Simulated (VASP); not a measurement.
Set up this calculation in VASP 6.6.1, as the native input.

| Quantity | Value |
| --- | --- |
| Task | relaxation of cell and atoms |
| Functional | BLYP |
| Dispersion | D4 |
| Potentials or basis | VASP PAW PBE potentials, release 64 (Nb_sv) |
| Cutoff | 500 eV |
| k mesh | 11 × 11 × 11 |
| Occupations | fermi-dirac, width 0.05 eV |
| Spin | no spin polarisation |
| Dipole correction | no |
| Further INCAR settings | ALGO = Normal; EDIFF = 1e-07; IBRION = 2; EDIFFG = -0.02; NSW = 80; ISIF = 3 |

The structure of Nb lies in POSCAR:

```
Nb
1.0
   -1.6639500000      1.6639500000      1.6639500000
    1.6639500000     -1.6639500000      1.6639500000
    1.6639500000      1.6639500000     -1.6639500000
Nb
1
Direct
    0.0000000000      0.0000000000      0.0000000000
```

The input as run:

INCAR

```
PREC     = Accurate       # precision mode
ENCUT    = 500            # plane-wave cutoff, eV
EDIFF    = 1E-7           # SCF threshold, eV
ISMEAR   = -1             # smearing method
SIGMA    = 0.05           # smearing width, eV
LREAL    = F              # projectors in reciprocal space
LASPH    = T              # aspherical terms in the spheres
NELM     = 120            # most SCF steps
ALGO     = Normal         # electronic algorithm
ISIF     = 3              # what is computed and relaxed
LWAVE    = F              # write WAVECAR
LCHARG   = F              # write CHGCAR
GGA      = B5             # functional
ALDAX    = 1.0          
AGGAX    = 1.0          
AGGAC    = 1.0          
ALDAC    = 0.0          
IVDW     = 13             # dispersion correction
VDW_S6   = 1.0          
VDW_S8   = 2.34076671   
VDW_A1   = 0.44488865   
VDW_A2   = 4.0933009    
IBRION   = 2              # ionic algorithm
NSW      = 80             # ionic steps
EDIFFG   = -0.02          # ionic threshold
GGA_COMPAT= F            
NELMIN   = 4
```

KPOINTS

```
Automatic mesh
0
Gamma
  11 11 11
```

Potentials or basis: VASP PAW PBE potentials, release 64 (Nb_sv).

The run is started by

```console
$ cat potpaw_PBE.64/Nb_sv/POTCAR > POTCAR
$ mpirun -np 1 vasp_std > vasp.out
```

It gave:

* Relaxed volume: 18.27 Å³/atom
* Relaxed cell: a = 2.874 Å, b = 2.874 Å, c = 2.874 Å, α = 109.47°, β = 109.47°, γ = 109.47°
* Space group after relaxing (to 0.1 Å): Im-3m (No. 229)
* Energy gained by relaxing: 0.7 meV/atom
* Ionic steps: 3
* Pressure after relaxing: 0.0 GPa
* Band gap on the k mesh: zero (an odd number of electrons rules out a gap without spin polarisation)
* Dispersion energy per atom: -0.614 eV

Caveat: the PAW data sets were made with another functional, which shifts forces and pressure a little.

It took 37 s on 1 thread of Intel Xeon 8259CL, with other jobs on the host, peak memory 0.15 GiB.
